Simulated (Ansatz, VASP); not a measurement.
TiO2: VASP beside Ansatz

```
Ti O
1.0
     2.65533   -2.65540   -0.01981
     2.65533    2.65540   -0.01981
    -2.61931    0.00000    4.82995
Ti O
2 4
Direct
  0.12501 0.87499 0.25000
  0.87499 0.12501 0.75000
  0.33022 0.08025 0.66046
  0.66978 0.91975 0.33954
  0.91975 0.66978 0.83954
  0.08025 0.33022 0.16046
```

Alike in both runs: task single point; functional PBE; k mesh 6 × 6 × 6; occupations gaussian, width 0.05 eV; no spin polarisation; Hubbard terms Ti d U = 4.0 eV.

|  | VASP | Ansatz |
| --- | --- | --- |
| version | VASP 6.6.1 | Ansatz 0.2.0 |
| potentials or method | VASP PAW PBE potentials, release 64 (Ti_sv, O), cutoff 520 eV | scalar-relativistic, plane waves, PAW |
| valence electrons in the cell | 48 | 48 |

Ansatz gave:

| Item | Value |
| --- | --- |
| gap on the k mesh at the Fermi level (eV) | 2.83 |
| least direct gap on the mesh (eV) | 3.06 |
| pressure (GPa) | 11.0 |
| traceless stress, the component that is largest in VASP (GPa) | 0.51 |
| rms of the force components (eV/Å) | 0.135 |

Question: What did VASP give for the same quantities?

Answer: gap on the k mesh at the Fermi level (eV): 2.87; least direct gap on the mesh (eV): 3.11; pressure (GPa): 15.9; traceless stress, the component that is largest in VASP (GPa): -0.21; rms of the force components (eV/Å): 0.212.

The programs project onto different local orbitals, so the same U acts differently, and such runs can settle in different states. Atom by atom the forces differ by 0.077 eV/Å (rms over components).
